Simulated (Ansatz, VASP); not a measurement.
**One calculation of B5W, two programs**

```xyz
6
Lattice="4.3573 0.0000 0.0000 -2.1786 3.7735 0.0000 0.0000 0.0000 3.5304" Properties=species:S:1:pos:R:3 pbc="T T T"
B    -1.0893    1.8868    1.7652
B     0.0000    2.5157    0.0000
B     2.1786    1.2578    0.0000
B     2.1786    0.0000    1.7652
B     1.0893    1.8868    1.7652
W     0.0000    0.0000    0.0000
```

Change from the starting cell: species swapped into the DyNi5 type (P6/mmm, No. 191).

Alike in both runs: task relaxation of cell and atoms; functional PBE; k mesh 6 × 6 × 6; occupations gaussian, width 0.1 eV; no spin polarisation.

|  | VASP | Ansatz |
| --- | --- | --- |
| version | VASP 6.6.1 | Ansatz 0.2.0 |
| potentials or method | VASP PAW PBE potentials, release 64 (B, W_sv), cutoff 600 eV | scalar-relativistic, plane waves, PAW |
| valence electrons in the cell | 29 | 29 |

|  | VASP | Ansatz | Ansatz less VASP |
| --- | --- | --- | --- |
| gap on the k mesh at the Fermi level, each at its own relaxed structure (eV) | none | none | - |
| relaxed volume (Å³/atom) | 7.35 | 7.34 | -0.006 |
| relaxed cell length with the largest relative difference (Å) | 2.983 | 2.981 | -0.0020 |

A gap of «none» marks a metal or a gap that the smearing closes.

Neither program's run includes spin-orbit coupling. Noted on VASP's run: the volume moved by over 15 % at a fixed basis, so the end points are rough.
